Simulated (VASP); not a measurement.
Write the native input for VASP 6.6.1 that does the following.

* Task: single point
* Functional: r2SCAN
* Potentials or basis: VASP PAW PBE potentials, release 64 (Sr_sv)
* Cutoff: 520 eV
* k mesh: 12 × 12 × 12
* Occupations: gaussian, width 0.1 eV
* Spin: no spin polarisation
* Dipole correction: no
* Further INCAR settings: ALGO = Normal; EDIFF = 1e-06; NBANDS = 11

Crystal: Sr.

```
CELL_PARAMETERS angstrom
0.00000 3.10969 3.10969
3.10969 0.00000 3.10969
3.10969 3.10969 0.00000
ATOMIC_POSITIONS crystal
Sr 0.00000 0.00000 0.00000
```

One way to write it, as run:

POSCAR

```
Sr
1.0
    0.0000000000      3.1096910507      3.1096910507
    3.1096910507      0.0000000000      3.1096910507
    3.1096910507      3.1096910507      0.0000000000
Sr
1
Direct
    0.0000000000      0.0000000000      0.0000000000
```

INCAR.step1

```
SYSTEM = Sr
ALGO = Normal ; EDIFF = 1E-4
ENCUT = 520 ; GGA = PE
ISMEAR = 0 ; LASPH = .TRUE.
LCHARG = .FALSE. ; LREAL = .FALSE.
LWAVE = .TRUE. ; NBANDS = 11
NELM = 80 ; PREC = Accurate
SIGMA = 0.1
```

INCAR.step2

```
SYSTEM = Sr
ALGO = Normal ; EDIFF = 1E-6
ENCUT = 520 ; ISIF = 2
ISMEAR = 0 ; ISTART = 1
LASPH = .TRUE. ; LCHARG = .FALSE.
LMIXTAU = .TRUE. ; LREAL = .FALSE.
LWAVE = .FALSE. ; METAGGA = R2SCAN
NBANDS = 11 ; NELM = 80
PREC = Accurate ; SIGMA = 0.1
```

KPOINTS

```
k-points
0
G
  12 12 12
  0 0 0
```

Potentials or basis: VASP PAW PBE potentials, release 64 (Sr_sv).

Run with:

```console
$ cat potpaw_PBE.64/Sr_sv/POTCAR > POTCAR
$ cp INCAR.step1 INCAR
$ mpirun -np 1 vasp_std > vasp.out
$ cp INCAR.step2 INCAR
$ mpirun -np 1 vasp_std > vasp.out
```

It gave:

```yaml
Pressure: -0.6 GPa
Band_gap_on_the_k_mesh: zero (bands 5 and 6 overlap by 0.29 eV)
```

Caveat: the PAW data sets were made with another functional, which shifts forces and pressure a little.

It took 90 s on 1 thread of Intel(R) Xeon(R) 6975P-C (Granite Rapids), with other jobs on the host, peak memory 0.23 GiB.
